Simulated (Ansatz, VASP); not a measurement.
## MoS2 in VASP and in Ansatz

Contents of INCAR:

```
SYSTEM = MoS2
  PREC = Accurate
  ENCUT = 520
  EDIFF = 1E-6
  ISMEAR = 0
  SIGMA = 0.05
  LREAL = .FALSE.
  LASPH = .TRUE.
  NELM = 80
  ALGO = Normal
  ISIF = 2
  LWAVE = .FALSE.
  LCHARG = .FALSE.
  GGA = PE
  IVDW = 12
  NBANDS = 35
```

Contents of KPOINTS:

```
regular mesh
0
G
  10 10 2
  0 0 0
```

The input POSCAR:

```
MoS2
1.0
   -3.1494847632      0.0000000000      0.0000000000
   -1.5747423816     -2.7275338138      0.0000000000
   -2.3621135724     -1.8183558759     13.2900638030
Mo S
2 4
Direct
   -0.0245625000     -0.0393000000      0.0589500000
   -0.2328958333     -0.3726333333      0.5589500000
    0.0513148718     -0.1178962051      0.6768443076
    0.2596482052      0.2154371283      0.1768443076
   -0.0587732052     -0.2940371283      0.9410556924
    0.1495601282      0.0392962051      0.4410556924
```

Input for Ansatz:

```yaml
crystal:
  lattice:
    - [-3.1494847632, 0.0, 0.0]
    - [-1.5747423816, -2.7275338138, 0.0]
    - [-2.3621135724, -1.8183558759, 13.290063803]
  atoms:
    - { symbol: Mo, position: [-0.0245625, -0.0393, 0.05895] }
    - { symbol: Mo, position: [-0.2328958333, -0.3726333333, 0.55895] }
    - { symbol: S, position: [0.0513148718, -0.1178962051, 0.6768443076] }
    - { symbol: S, position: [0.2596482052, 0.2154371283, 0.1768443076] }
    - { symbol: S, position: [-0.0587732052, -0.2940371283, 0.9410556924] }
    - { symbol: S, position: [0.1495601282, 0.0392962051, 0.4410556924] }
basis:
  ecutwfc: 420
kpoints:
  mp_grid: { grid: [10, 10, 2] }
hamiltonian:
  xc: pbe
  pseudopotentials: { kind: paw, azcp: { folder: soft_1 } }
  dispersion: d3bj
scf:
  occupations: { method: gaussian, width: 0.05 }
output:
  forces: true
  stress: true
  eigenvalues: true
```

Alike in both runs: task single point; functional PBE; dispersion D3(BJ); k mesh 10 × 10 × 2; occupations gaussian, width 0.05 eV; no spin polarisation.

|  | VASP | Ansatz |
| --- | --- | --- |
| version | VASP 6.6.1 | Ansatz 0.2.0 |
| potentials or method | VASP PAW PBE potentials, release 64 (Mo_sv, S), cutoff 520 eV | scalar-relativistic, plane waves, PAW |
| valence electrons in the cell | 52 | 52 |

```tsv
	VASP	Ansatz	Ansatz less VASP
gap on the k mesh at the Fermi level (eV)	none	none	-
pressure (GPa)	8.1	8.4	+0.23
traceless stress, the component that is largest in VASP (GPa)	-9.98	-10.09	-0.108
rms of the force components (eV/Å)	2.733	2.768	+0.0353
```

Atom by atom the forces differ by 0.036 eV/Å (rms over components). A gap of «none» marks a metal or a gap that the smearing closes.
